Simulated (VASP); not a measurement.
Ga2O3: single point with PBE

Crystal: Ga2O3.

```
Ga O
1.0
     2.68302   -1.54994    0.00000
     2.68302    1.54994    0.00000
    -0.02214    0.00000    7.68807
Ga O
2 3
Direct
  0.66685 0.66685 0.31037
  0.33315 0.33315 0.68963
  0.00000 0.00000 0.50000
  0.66820 0.66820 0.82365
  0.33180 0.33180 0.17635
```

```
Program                : VASP 6.6.1
Task                   : single point
Functional             : PBE
Potentials or basis    : VASP PAW PBE potentials, release 64 (Ga_d, O)
Cutoff                 : 520 eV
k mesh                 : 10 × 10 × 4
Occupations            : fermi-dirac, width 0.05 eV
Spin                   : no spin polarisation
Dipole correction      : no
Further INCAR settings : ALGO = Normal; EDIFF = 1e-06; NBANDS = 30
```

```
Pressure               : -18.3 GPa
Largest force          : 3.455 eV/Å
Band gap on the k mesh : 1.44 eV
```

Forces in eV/Å, atoms in the order of the input:
```
Ga  -0.020  0.000 -2.735
Ga   0.020  0.000  2.735
O    0.000  0.000  0.000
O   -0.024  0.000 -3.455
O    0.024  0.000  3.455
```

Stress tensor (GPa, compression positive):
```
-16.25   0.00  -0.13
  0.00 -16.22   0.00
 -0.13   0.00 -22.28
```

Levels at points of the mesh, in eV from the valence-band top:
| k point | band 18 | band 19 | band 20 | band 21 | band 22 | band 23 | band 24 | band 25 | band 26 | band 27 |
| --- | --- | --- | --- | --- | --- | --- | --- | --- | --- | --- |
| (0.00, 0.00, 0.00) | -0.14 | -0.09 | -0.07 | -0.02 | 0.00 | 1.44 | 4.47 | 5.76 | 9.53 | 11.44 |
| (0.50, 0.00, 0.00) | -2.04 | -1.10 | -0.79 | -0.50 | -0.43 | 2.87 | 5.69 | 6.29 | 8.43 | 10.48 |
| (0.50, 0.50, 0.00) | -2.03 | -1.08 | -0.80 | -0.51 | -0.44 | 2.88 | 5.69 | 6.29 | 8.42 | 10.49 |
| (0.00, 0.00, 0.50) | -0.85 | -0.07 | -0.05 | -0.03 | -0.01 | 2.27 | 3.85 | 6.01 | 9.35 | 11.40 |
| (0.50, 0.00, 0.50) | -2.22 | -1.35 | -0.90 | -0.40 | -0.14 | 3.06 | 5.56 | 5.96 | 8.77 | 10.50 |
| (0.50, 0.50, 0.50) | -2.21 | -1.36 | -0.91 | -0.41 | -0.13 | 3.06 | 5.56 | 5.95 | 8.76 | 10.51 |

Wall time 74 s on 1 thread of Intel(R) Xeon(R) 6975P-C (Granite Rapids), with other jobs on the host, peak memory 0.29 GiB.

Caveat: the stress differs along the axes, from -22 to -16 GPa; forces of over 1 eV/Å act on the atoms, so gaps and moduli don't describe the material at rest. A k mesh can miss the band edges.
